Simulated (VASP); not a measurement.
Here is a VASP 6.6.1 calculation.

INCAR

```
PREC = Accurate
ENCUT = 520
EDIFF = 1E-6
ISMEAR = 0
SIGMA = 0.1
LREAL = False
LASPH = True
NELM = 60
ALGO = Normal
ISIF = 2
LWAVE = False
LCHARG = True
GGA = PE
LELF = True
LVHAR = True
NBANDS = 28
```

Contents of KPOINTS:

```
regular mesh
0
Gamma
  6 6 6
```

The input POSCAR:

```
Nb2B3C
1.0
    4.4602274605      0.0000000000      0.0000000000
   -2.2301137302      3.8626702874      0.0000000000
    0.0000000000      0.0000000000      4.0081867643
Nb B C
2 3 1
Direct
    0.3333333333      0.6666666667      0.0000000000
    0.6666666667      0.3333333333      0.0000000000
    0.5000000000      0.0000000000      0.5000000000
    0.0000000000      0.5000000000      0.5000000000
    0.5000000000      0.5000000000      0.5000000000
    0.0000000000      0.0000000000      0.0000000000
```

Potentials or basis: VASP PAW PBE potentials, release 64 (Nb_sv, B, C).

Command:

```sh
$ cat potpaw_PBE.64/Nb_sv/POTCAR potpaw_PBE.64/B/POTCAR potpaw_PBE.64/C/POTCAR > POTCAR
$ mpirun -np 1 vasp_std > vasp.out
```

(1) What does it give for the pressure?

(2) Estimate the band gap on the k mesh.

Results:

(1) -0.2 GPa.

(2) zero (an odd number of electrons rules out a gap without spin polarisation).

Caveat: an odd number of electrons without spin polarisation forces a metal; a magnetic or distorted state may lie lower.
